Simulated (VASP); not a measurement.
Here is a VASP 6.6.1 calculation.

Contents of INCAR:

```
ALGO = Normal
EDIFF = 1E-7
ENCUT = 520
GGA = PE
ISIF = 2
ISMEAR = 0
LASPH = T
LCHARG = T
LELF = T
LREAL = F
LVHAR = T
LWAVE = F
NBANDS = 16
NELM = 60
PREC = Accurate
SIGMA = 0.05
```

Contents of KPOINTS:

```
k-points
0
Gamma
  8 8 6
```

Contents of POSCAR:

```
AlN
1.0
    0.0000000000     -2.0013268331     -2.0013268331
    0.0000000000      2.0013268331     -2.0013268331
    4.0026536662      0.0000000000      0.0000000000
Al N
2 2
Direct
    0.5289881188      0.4710118812      0.0000000000
   -0.0289881188      0.0289881188      0.5000000000
    0.4894833559      0.5105166441      0.5000000000
    0.0105166441      0.9894833559      0.0000000000
```

Potentials or basis: VASP PAW PBE potentials, release 64 (Al, N).

Run with:

```bash
$ cat potpaw_PBE.64/Al/POTCAR potpaw_PBE.64/N/POTCAR > POTCAR
$ mpirun -np 1 vasp_std > vasp.out
```

Q: Predict the largest force.

A: 1.422 eV/Å.

Q: What does it give for the pressure?

A: 15.2 GPa.

Q: Estimate the band gap on the k mesh.

A: 4.82 eV, indirect (least direct gap 4.90 eV).

Stress tensor (GPa, compression positive):
```
15.44  0.00  0.00
 0.00 17.33  0.00
 0.00  0.00 12.77
```

Caveat: forces of over 1 eV/Å act on the atoms, so gaps and moduli don't describe the material at rest. PBE gaps usually lie below the measured ones, often by a third to a half.
